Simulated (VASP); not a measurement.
Wanted: the native input for a VASP 6.6.1 run.

| Item | Value |
| --- | --- |
| Task | single point |
| Functional | PBE |
| Potentials or basis | VASP PAW PBE potentials, release 64 (Zn, Ge_d, N) |
| Cutoff | 520 eV |
| k mesh | 8 × 8 × 12 |
| Occupations | gaussian, width 0.1 eV |
| Spin | no spin polarisation |
| Dipole correction | no |
| Further INCAR settings | ALGO = Normal; EDIFF = 1e-07; NBANDS = 36 |

The structure of Zn2GeN3 lies in POSCAR:

```
Zn2GeN3
1.0
    2.5407260586     -4.8716875104      0.0000000000
    2.5407260586      4.8716875104      0.0000000000
    0.0000000000      0.0000000000      3.0537014201
Zn Ge N
2 1 3
Direct
    0.0000000000      0.5000000000      0.5000000000
    0.5000000000      0.0000000000      0.5000000000
    0.5000000000      0.5000000000      0.0000000000
    0.3179457973      0.6820542027      0.0000000000
    0.6820542027      0.3179457973      0.0000000000
    0.0000000000      0.0000000000      0.5000000000
```

The cell was generated, and may not be a known phase.

One way to write it, as run:

INCAR

```
SYSTEM = Zn2GeN3
PREC     = Accurate       ! precision mode
ENCUT    = 520            ! plane-wave cutoff, eV
EDIFF    = 1E-7           ! SCF threshold, eV
ISMEAR   = 0              ! smearing method
SIGMA    = 0.1            ! smearing width, eV
LREAL    = .False.        ! projectors in reciprocal space
LASPH    = .True.         ! aspherical terms in the spheres
NELM     = 60             ! most SCF steps
ALGO     = Normal         ! electronic algorithm
ISIF     = 2              ! what is computed and relaxed
LWAVE    = .False.        ! write WAVECAR
LCHARG   = .False.        ! write CHGCAR
GGA      = PE             ! functional
NBANDS   = 36             ! bands
```

KPOINTS

```
regular mesh
0
Gamma
  8 8 12
  0 0 0
```

Potentials or basis: VASP PAW PBE potentials, release 64 (Zn, Ge_d, N).

Command:

```console
$ cat potpaw_PBE.64/Zn/POTCAR potpaw_PBE.64/Ge_d/POTCAR potpaw_PBE.64/N/POTCAR > POTCAR
$ mpirun -np 1 vasp_std > vasp.out
```

Results of the run:

```yaml
Pressure: 0.2 GPa
Largest_force: 0.102 eV/Å
Band_gap_on_the_k_mesh: zero (an odd number of electrons rules out a gap without spin polarisation)
```

Run time: 8.9 min on 1 thread of Oxide Virtual Turin-like Processor (shared host), peak memory 0.42 GiB.
